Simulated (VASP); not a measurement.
TiN:

```
Ti N
1.0
     0.00000    2.15127    2.15127
     2.15127    0.00000    2.15127
     2.15127    2.15127    0.00000
Ti N
1 1
Direct
  0.00000 0.00000 0.00000
  0.50000 0.50000 0.50000
```

Base run:

| Item | Value |
| --- | --- |
| Program | VASP 6.6.1 |
| Functional | PBE |
| Potentials or basis | VASP PAW PBE potentials, release 64 (Ti_sv, N) |
| Cutoff | 520 eV |
| k mesh | 20 × 20 × 20 |
| Occupations | gaussian, width 0.15 eV |
| Spin | collinear spin |
| Starting moments | [0.5, 0.0] μB |
| Fixed moment | 0.5 μB |

Its results: pressure -7.7 GPa; site moments Ti +0.39; N +0.02 μB.

**Question.** The run is repeated on the same cell with these changes: fixed moment from 0.5 μB to 0.875 μB; moments at the start from [0.5, 0.0] to [0.88, 0.0]. What comes out?

**Answer.** Pressure -3.8 GPa; site moments Ti +0.67; N +0.03 μB.

Caveats: the cell stands under tension; the total moment is fixed, so each spin has its own Fermi level and the state may be an excited one.
